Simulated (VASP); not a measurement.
NbCuS2, 4 atoms in the cell. Symmetry: R-3m, No. 166, trigonal system. The conventional cell has a = 3.676 Å, b = 3.676 Å, c = 20.018 Å, α = 90.00°, β = 90.00°, γ = 120.00°. Cu (site symmetry -3m) has 6 S at 2.92 Å and 6 Cu at 3.68 Å within 3.8 Å. Within 3.3 Å of Nb (site symmetry -3m) lie 6 S at 2.51 Å. S (site symmetry 3m) has 3 Nb at 2.51 Å and 3 Cu at 2.92 Å and 3 S at 3.41 Å within 3.5 Å. 

* Program: VASP 6.6.1
* Task: single point
* Functional: PBE
* Potentials or basis: VASP PAW PBE potentials, release 64 (Cu_sv_GW, Nb_sv, S)
* Cutoff: 820 eV
* k mesh: 6 × 6 × 6
* Occupations: gaussian, width 0.05 eV
* Spin: collinear spin
* Starting moments: [0.02, 1.49, -0.04, -0.04] μB
* Hubbard terms: Nb d U = 8.0 eV
* Dipole correction: no
* Further INCAR settings: ALGO = Normal; EDIFF = 1e-06; NBANDS = 34

Potentials or basis: VASP PAW PBE potentials, release 64 (Cu_sv_GW, Nb_sv, S).

The run is started by

```console
$ cat potpaw_PBE.64/Cu_sv_GW/POTCAR potpaw_PBE.64/Nb_sv/POTCAR potpaw_PBE.64/S/POTCAR > POTCAR
$ mpirun -np 1 vasp_std > vasp.out
```

Hardware: 1 thread of Intel(R) Xeon(R) 6975P-C (Granite Rapids) (shared host).

Q: How long does it take, and how much memory?

A: Run time: 17 min on 1 thread of Intel(R) Xeon(R) 6975P-C (Granite Rapids), with other jobs on the host, peak memory 1.1 GiB. Counts: scf iterations 21, k points 32.
